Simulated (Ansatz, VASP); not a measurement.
## Two plane-wave programs on HfO2

The input INCAR:

```
SYSTEM = HfO2
ALGO = Normal ; EDIFF = 1E-6
ENCUT = 520 ; GGA = PE
GGA_COMPAT = .FALSE. ; ISIF = 2
ISMEAR = -1 ; LASPH = .TRUE.
LCHARG = .TRUE. ; LMAXMIX = 4
LORBIT = 11 ; LORBMOM = .TRUE.
LREAL = .FALSE. ; LSORBIT = .TRUE.
LVHAR = .TRUE. ; LWAVE = .FALSE.
MAGMOM = 0 0 0 0 0 0 0 0 0 0 0 0 0 0 0 0 0 0 ; NBANDS = 60
NELM = 150 ; PREC = Accurate
SIGMA = 0.05
```

The input KPOINTS:

```
k-points
0
G
  6 6 4
  0 0 0
```

Contents of POSCAR:

```
HfO2
1.0
    3.5580193300      0.0000000000      0.0000000000
    0.0000000000      3.5580193300      0.0000000000
    0.0000000000      0.0000000000      5.1718612100
Hf O
2 4
Direct
    0.0000000000      0.0000000000      0.0000000000
    0.5000000000      0.5000000000      0.5000000000
    0.0000000000      0.5000000000      0.1972078800
    0.5000000000      0.0000000000      0.3027921200
    0.5000000000      0.0000000000      0.8027921200
    0.0000000000      0.5000000000      0.6972078800
```

Contents of input.yaml:

```yaml
crystal:
  lattice:
    - [3.55801933, 0.0, 0.0]
    - [0.0, 3.55801933, 0.0]
    - [0.0, 0.0, 5.17186121]
  atoms:
    - { symbol: Hf, position: [0.0, 0.0, 0.0] }
    - { symbol: Hf, position: [0.5, 0.5, 0.5] }
    - { symbol: O, position: [0.0, 0.5, 0.19720788] }
    - { symbol: O, position: [0.5, 0.0, 0.30279212] }
    - { symbol: O, position: [0.5, 0.0, 0.80279212] }
    - { symbol: O, position: [0.0, 0.5, 0.69720788] }
hamiltonian:
  xc: pbe
  pseudopotentials: { kind: paw_fr }
magnetization:
  noncollinear: true
  spin_orbit: true
kpoints:
  mp_grid: { grid: [6, 6, 4] }
  band_path:
    path:
      - [[0.0, 0.0, 0.0], [0.0, 0.5, 0.0], [0.5, 0.5, 0.0], [0.0, 0.0, 0.0], [0.0, 0.0, 0.5], [0.0, 0.5, 0.5], [0.5, 0.5, 0.5], [0.0, 0.0, 0.5]]
      - [[0.0, 0.5, 0.0], [0.0, 0.5, 0.5]]
      - [[0.5, 0.5, 0.0], [0.5, 0.5, 0.5]]
    npoints: 14
scf:
  occupations: { method: fermi_dirac, width: 0.05 }
  n_extra_bands: 15
output:
  forces: true
  stress: true
  eigenvalues: true
  fatbands: true
```

Alike in both runs: functional PBE; k mesh 6 × 6 × 4; occupations fermi-dirac, width 0.05 eV; non-collinear spin, spin-orbit coupling.

```csv
,VASP,Ansatz
version,VASP 6.6.1,Ansatz 0.2.0
potentials or method,"VASP PAW PBE potentials, release 64 (Hf_pv, O)",Ansatz PAW
plane-wave cutoff (eV),520,420
valence electrons in the cell,44,76
task,single point,band structure
```

Ansatz gave:

| Quantity | Value |
| --- | --- |
| pressure (GPa) | 9.7 |
| traceless stress, the component that is largest in VASP (GPa) | -0.56 |
| rms of the force components (eV/Å) | 0.059 |
| net moment per atom (μB) | 0.00 |

Question: Which values does VASP return?

Answer: Pressure (GPa): 6.6; traceless stress, the component that is largest in VASP (GPa): -0.45; rms of the force components (eV/Å): 0.041; net moment per atom (μB): 0.00.

Atom by atom the forces differ by 0.018 eV/Å (rms over components). VASP's potentials hold 44 valence electrons a cell and Ansatz's 76, so a difference there can come from the potentials and not from the codes.
